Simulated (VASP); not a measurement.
A run of VASP 6.6.1:

The input INCAR:

```
SYSTEM = Li2Pd
  PREC = Accurate
  ENCUT = 520
  EDIFF = 1E-6
  ISMEAR = -1
  SIGMA = 0.05
  LREAL = .False.
  LASPH = .True.
  NELM = 80
  ALGO = Normal
  ISIF = 2
  LWAVE = .False.
  LCHARG = .False.
  GGA = PS
  NBANDS = 15
```

File KPOINTS:

```
Automatic mesh
0
Gamma
  10 10 13
  0 0 0
```

POSCAR

```
Li2Pd
1.0
    4.2472300240      0.0000000000      0.0000000000
   -2.1236150120      3.6782090965      0.0000000000
    0.0000000000      0.0000000000      2.6917331084
Li Pd
2 1
Direct
    0.3333333333      0.6666666667      0.5000000000
    0.6666666667      0.3333333333      0.5000000000
    0.0000000000      0.0000000000      0.0000000000
```

Potentials or basis: VASP PAW PBE potentials, release 64 (Li_sv, Pd).

Launch:

```console
$ cat potpaw_PBE.64/Li_sv/POTCAR potpaw_PBE.64/Pd/POTCAR > POTCAR
$ mpirun -np 1 vasp_std > vasp.out
```

Hardware: 1 thread of Intel(R) Xeon(R) Platinum 8375C CPU @ 2.90GHz (Ice Lake) (shared host).

Estimate the wall time of this run.

It took 27 s on 1 thread of Intel(R) Xeon(R) Platinum 8375C CPU @ 2.90GHz (Ice Lake), on a shared host, peak memory 0.19 GiB. Counts: scf iterations 12, k points 98.
